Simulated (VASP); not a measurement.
# CdBi3O (P4/mmm) in VASP: single point with PBE

Aim: the single point of CdBi3O with PBE.

Everything below comes from runs of VASP 6.6.1. Logs are shortened: lines on timing, memory, paths and dates and some standing lists are left out, and cuts for length are marked.

## (1) The cell of the first run

It takes space group P4/mmm (No. 123, tetragonal). The conventional cell has a = 3.414 Å, b = 3.414 Å, c = 12.073 Å, α = 90.00°, β = 90.00°, γ = 90.00°. Within 3.8 Å of Cd (site symmetry 4/mmm) lie 2 Bi at 2.92 Å and 4 Cd at 3.41 Å. Bi (site symmetry 4mm) has 1 Cd at 2.92 Å and 1 O at 3.12 Å and 8 Bi at 3.41 to 3.94 Å within 4.0 Å. Within 3.2 Å of Bi (site symmetry 4/mmm) lie 4 O at 2.41 Å. Within 3.2 Å of O (site symmetry 4/mmm) lie 6 Bi at 2.41 to 3.12 Å.

The cell was generated, and may not be a known phase.

## (2) Single point, PBE

Input file INCAR:

```
  ALGO = Normal
  EDIFF = 1E-6
  ENCUT = 600
  GGA = PE
  GGA_COMPAT = False
  ISIF = 2
  ISMEAR = 0
  LASPH = True
  LCHARG = False
  LREAL = False
  LWAVE = False
  NBANDS = 40
  NELM = 120
  PREC = Accurate
  SIGMA = 0.1
```

Input file KPOINTS:

```
k-points
0
Gamma
  12 12 4
```

Input file POSCAR:

```
CdBi3O
1.0
    3.4139596427      0.0000000000      0.0000000000
    0.0000000000      3.4139596427      0.0000000000
    0.0000000000      0.0000000000     12.0727913054
Cd Bi O
1 3 1
Direct
    0.0000000000      0.0000000000      0.5000000000
    0.0000000000      0.0000000000      0.7416310643
    0.0000000000      0.0000000000      0.2583689357
    0.5000000000      0.5000000000      0.0000000000
    0.0000000000      0.0000000000      0.0000000000
```

Potentials or basis: VASP PAW PBE potentials, release 64 (Cd, Bi_d, O).

Launch:

```
> cat potpaw_PBE.64/Cd/POTCAR potpaw_PBE.64/Bi_d/POTCAR potpaw_PBE.64/O/POTCAR > POTCAR
> mpirun -np 1 vasp_std > vasp.out
```

OUTCAR:

```text
EDIFF = 1E-6
   ENCUT = 600
   GGA = PE
   ISIF = 2
   ISMEAR = 0
   LASPH = True
   LREAL = False
   NELM = 120
   PREC = Accurate

 ion  position               nearest neighbor table
   1  0.000  0.000  0.500-   2 2.92   3 2.92
   2  0.000  0.000  0.742-   1 2.92
   3  0.000  0.000  0.258-   1 2.92
   4  0.500  0.500  0.000-   5 2.41   5 2.41   5 2.41   5 2.41
   5  0.000  0.000  0.000-   4 2.41   4 2.41   4 2.41   4 2.41

  LATTYP: Found a simple tetragonal cell.
 ALAT       =     3.4139596427
 C/A-ratio  =     3.5363017050

  Lattice vectors:

 A1 = (   3.4139596427,   0.0000000000,   0.0000000000)
 A2 = (   0.0000000000,   3.4139596427,   0.0000000000)
 A3 = (   0.0000000000,   0.0000000000,  12.0727913054)

Analysis of symmetry for initial positions (statically):
=====================================================================
 Subroutine PRICEL returns:
 Original cell was already a primitive cell.

 Routine SETGRP: Setting up the symmetry group for a
 simple tetragonal supercell.

 Subroutine GETGRP returns: Found 16 space group operations
 (whereof 16 operations were pure point group operations)
 out of a pool of 16 trial point group operations.

The static configuration has the point symmetry D_4h.

Analysis of symmetry for dynamics (positions and initial velocities):
=====================================================================
 Subroutine PRICEL returns:
 Original cell was already a primitive cell.

 Routine SETGRP: Setting up the symmetry group for a
 simple tetragonal supercell.

 Subroutine GETGRP returns: Found 16 space group operations
 (whereof 16 operations were pure point group operations)
 out of a pool of 16 trial point group operations.

The dynamic configuration has the point symmetry D_4h.

 Subroutine INISYM returns: Found 16 space group operations
 (whereof 16 operations are pure point group operations),
 and found     1 'primitive' translations

----------------------------------------------------------------------------------------

                                     Primitive cell

  volume of cell :     140.7098

  direct lattice vectors                    reciprocal lattice vectors
     3.413959643  0.000000000  0.000000000     0.292915003  0.000000000  0.000000000
     0.000000000  3.413959643  0.000000000     0.000000000  0.292915003  0.000000000
     0.000000000  0.000000000 12.072791305     0.000000000  0.000000000  0.082830886

  length of vectors
     3.413959643  3.413959643 12.072791305     0.292915003  0.292915003  0.082830886

  position of ions in fractional coordinates (direct lattice)
     0.000000000  0.000000000  0.500000000
     0.000000000  0.000000000  0.741631064
     0.000000000  0.000000000  0.258368936
     0.500000000  0.500000000  0.000000000
     0.000000000  0.000000000  0.000000000

  ion indices of the primitive-cell ions
   primitive index   ion index
                 1           1
                 2           2
                 3           3
                 4           4
                 5           5

----------------------------------------------------------------------------------------

 KPOINTS: k-points

Automatic generation of k-mesh.
 Grid dimensions read from file:
 generate k-points for:   12   12    4

 Generating k-lattice:

  Cartesian coordinates                     Fractional coordinates (reciprocal lattice)
     0.024409584  0.000000000  0.000000000     0.083333333  0.000000000  0.000000000
     0.000000000  0.024409584  0.000000000     0.000000000  0.083333333  0.000000000
     0.000000000  0.000000000  0.020707721     0.000000000  0.000000000  0.250000000

  Length of vectors
     0.024409584  0.024409584  0.020707721

  Shift w.r.t. Gamma in fractional coordinates (k-lattice)
     0.000000000  0.000000000  0.000000000

 Subroutine IBZKPT returns following result:
 ===========================================

 Found     84 irreducible k-points:

 Following reciprocal coordinates:
            Coordinates               Weight
  0.000000  0.000000  0.000000      1.000000
  0.083333  0.000000  0.000000      4.000000
  0.166667  0.000000  0.000000      4.000000
  0.250000  0.000000  0.000000      4.000000
  0.333333  0.000000  0.000000      4.000000
  0.416667  0.000000  0.000000      4.000000
[... 16 lines left out ...]
  0.333333  0.333333  0.000000      4.000000
  0.416667  0.333333  0.000000      8.000000
 [... further k-points ...]
   k-points           NKPTS =     84   k-points in BZ     NKDIM =     84   number of bands    NBANDS=     40
   number of dos      NEDOS =    301   number of ions     NIONS =      5
   total plane-waves  NPLWV =  75264
   dimension x,y,z NGX =    28 NGY =   28 NGZ =   96
   dimension x,y,z NGXF=    56 NGYF=   56 NGZF=  192
   ions per type =               1   3   1
   NGX,Y,Z   is equivalent  to a cutoff of  13.63, 13.63, 13.22 a.u.
   NGXF,Y,Z  is equivalent  to a cutoff of  27.27, 27.27, 26.44 a.u.
 SYSTEM =  unknown system
   PREC   = accura    normal or accurate (medium, high low for compatibility)
   ISTART =      0    job   : 0-new  1-cont  2-samecut
   ICHARG =      2    charge: 1-file 2-atom 10-const
   ISPIN  =      1    spin polarized calculation?
   LNONCOLLINEAR =      F non collinear calculations
   LSORBIT =      F    spin-orbit coupling
   LASPH  =      T    aspherical Exc in radial PAW
   ENCUT  =  600.0 eV  44.10 Ry    6.64 a.u.   6.82  6.82 24.11*2*pi/ulx,y,z
   NELM   =    120;   NELMIN=  2; NELMDL= -5     # of ELM steps
   EDIFF  = 0.1E-05   stopping-criterion for ELM
   LREAL  =      F    real-space projection
   EDIFFG = 0.1E-04   stopping-criterion for IOM
   NSW    =      0    number of steps for IOM
   IBRION =     -1    ionic relax: 0-MD 1-quasi-New 2-CG
   NFREE  =      0    steps in history (QN), initial steepest desc. (CG)
   ISIF   =      2    stress and relaxation
   ISYM   =      2    0-nonsym 1-usesym 2-fastsym
   POTIM  = 0.5000    time-step for ionic-motion
   TEBEG  =    0.0;   TEEND  =   0.0 temperature during run
   PSTRESS=    0.0 pullay stress
   NELECT =      63.0000    total number of electrons
   NUPDOWN=      -1.0000    fix difference up-down
   EMIN   =  10.00;   EMAX   =-10.00  energy-range for DOS
   EFERMI =   0.00;   METHOD = LEGACY
   ISMEAR =     0;   SIGMA  =   0.10  broadening in eV -4-tet -1-fermi 0-gaus
   EFERMI_NEDOS =   21; number of points for ismear=-14 and -15
   IALGO  =     38    algorithm
   IMIX   =      4    mixing-type and parameters
     AMIX     =   0.40;   BMIX     =  1.00
     AMIX_MAG =   1.60;   BMIX_MAG =  1.00
  volume/ion in A,a.u.               =      28.14       189.91
  Fermi-wavevector in a.u.,A,eV,Ry     =   1.252411  2.366714 21.341190  1.568533
  Thomas-Fermi vector in A             =   2.386313
   LORBIT       =      0    0 simple, 1 ext, 2 COOP (PROOUT), +10 PAW based schemes
   GGA     = PE    functional components
   LHFCALC =     F    Hartree Fock is set to
   AEXX    =    0.0000 exact exchange contribution
   IVDW    =     0    specifies the selected vdW correction
   LEPSILON=     F    determine dielectric tensor
   LRPA    =     F    only Hartree local field effects (RPA)
 non-spin polarized calculation
 Gauss-broadening in eV      SIGMA  =   0.10
  energy-cutoff  :      600.00
  volume of cell :      140.71
 maximum number of plane-waves:      4748
 NGX is ok and might be reduce to    28
   NGX = 13   NGY = 13   NGZ = 49

 number of electron      62.9999983 magnetization

 Free energy of the ion-electron system (eV)
  ---------------------------------------------------
  ext. energy  EPLUGINS =         0.00000000
  ---------------------------------------------------
  free energy    TOTEN  =       -17.89289023 eV

  energy without entropy =      -17.88038565  energy(sigma->0) =      -17.88663794

 E-fermi :   5.3636     XC(G=0):  -9.6963

 val. band max:        5.3624826892   @ k =   0.3333   0.1667   0.5000
 cond. band min:       5.3688614225   @ k =   0.3333   0.2500   0.2500
 fundamental gap:      0.0063787333
 Fermi energy:         5.3635626530

 k-point     1 :       0.0000    0.0000    0.0000
  band No.  band energies     occupation
      1     -18.3524      2.00000
      2     -18.2611      2.00000
      3     -18.1090      2.00000
      4     -18.0935      2.00000
      5     -18.0935      2.00000
      6     -17.5471      2.00000
[... 32 lines left out ...]
     39      11.8380      0.00000
     40      12.0992      0.00000

 k-point     2 :       0.0833    0.0000    0.0000
  band No.  band energies     occupation
      1     -18.3441      2.00000
      2     -18.2504      2.00000
      3     -18.1151      2.00000
      4     -18.0976      2.00000
      5     -18.0932      2.00000
      6     -17.5386      2.00000
[... 32 lines left out ...]
     39      12.3285      0.00000
     40      12.5520      0.00000

 k-point     3 :       0.1667    0.0000    0.0000
  band No.  band energies     occupation
      1     -18.3250      2.00000
      2     -18.2181      2.00000
      3     -18.1316      2.00000
      4     -18.1088      2.00000
      5     -18.0922      2.00000
      6     -17.5191      2.00000
[... 32 lines left out ...]
     39      11.4753      0.00000
     40      12.7648      0.00000

 k-point     4 :       0.2500    0.0000    0.0000
  band No.  band energies     occupation
      1     -18.3041      2.00000
      2     -18.1687      2.00000
      3     -18.1542      2.00000
      4     -18.1240      2.00000
      5     -18.0909      2.00000
      6     -17.5016      2.00000
[... 32 lines left out ...]
     39      11.1410      0.00000
     40      13.1648      0.00000
[... 772 lines left out ...]
     39      10.6305      0.00000
     40      11.1108      0.00000

 k-point    23 :       0.3333    0.3333    0.0000
  band No.  band energies     occupation
      1     -18.3613      2.00000
      2     -18.1489      2.00000
      3     -18.1336      2.00000
      4     -18.1318      2.00000
      5     -18.0806      2.00000
      6     -17.4328      2.00000
[... 32 lines left out ...]
     39       9.7344      0.00000
     40      11.0319      0.00000

 k-point    24 :       0.4167    0.3333    0.0000
  band No.  band energies     occupation
      1     -18.4011      2.00000
      2     -18.1431      2.00000
      3     -18.1311      2.00000
      4     -18.1268      2.00000
      5     -18.0626      2.00000
      6     -17.4435      2.00000
[... 32 lines left out ...]
     39      10.1258      0.00000
     40      10.2478      0.00000

 [... further k-points ...]

------------------------ aborting loop because EDIFF is reached ----------------------------------------

  FORCE on cell =-STRESS in cart. coord.  units (eV):
  Direction    XX          YY          ZZ          XY          YZ          ZX
  --------------------------------------------------------------------------------------
  -------------------------------------------------------------------------------------
  Total       -0.0128343     -0.0128343      0.0023909      0.0000000      0.0000000      0.0000000
  in kB       -0.1461368     -0.1461368      0.0272241      0.0000000      0.0000000      0.0000000
  external PRESSURE =      -0.0883498 kB  Pullay stress =       0.0000000 kB

 VOLUME and BASIS-vectors are now :
 -----------------------------------------------------------------------------
  energy-cutoff  :      600.00
  volume of cell :      140.71
      direct lattice vectors                 reciprocal lattice vectors
     3.413959643  0.000000000  0.000000000     0.292915003  0.000000000  0.000000000
     0.000000000  3.413959643  0.000000000     0.000000000  0.292915003  0.000000000
     0.000000000  0.000000000 12.072791305     0.000000000  0.000000000  0.082830886

 POSITION                                       TOTAL-FORCE (eV/Angst)
 -----------------------------------------------------------------------------------
      0.00000      0.00000      6.03640         0.000000      0.000000     -0.000000
      0.00000      0.00000      8.95356        -0.000000     -0.000000      0.013758
      0.00000      0.00000      3.11923         0.000000      0.000000     -0.013758
      1.70698      1.70698      0.00000         0.000000      0.000000     -0.000000
      0.00000      0.00000      0.00000         0.000000      0.000000     -0.000000
 -----------------------------------------------------------------------------------
    total drift:                                0.000000      0.000000      0.000000

  FREE ENERGIE OF THE ION-ELECTRON SYSTEM (eV)
  ---------------------------------------------------
  free  energy   TOTEN  =       -17.8928902333 eV

  energy  without entropy=      -17.8803856479  energy(sigma->0) =      -17.88663794
```

Wall time 10 min (1 thread of Oxide Virtual Turin-like, shared host); peak memory 0.59 GiB.

What came out:

```
Free energy            : -17.8929 eV
Pressure               : 0.0 GPa
Largest force          : 0.014 eV/Å
Band gap on the k mesh : zero (an odd number of electrons rules out a gap without spin polarisation)
```

Forces in eV/Å, atoms in the order of the input:
```
Cd   0.000  0.000  0.000
Bi   0.000  0.000  0.014
Bi   0.000  0.000 -0.014
Bi   0.000  0.000  0.000
O    0.000  0.000  0.000
```

Caveat: spin-orbit coupling is left out, which moves the levels of the heavy elements.
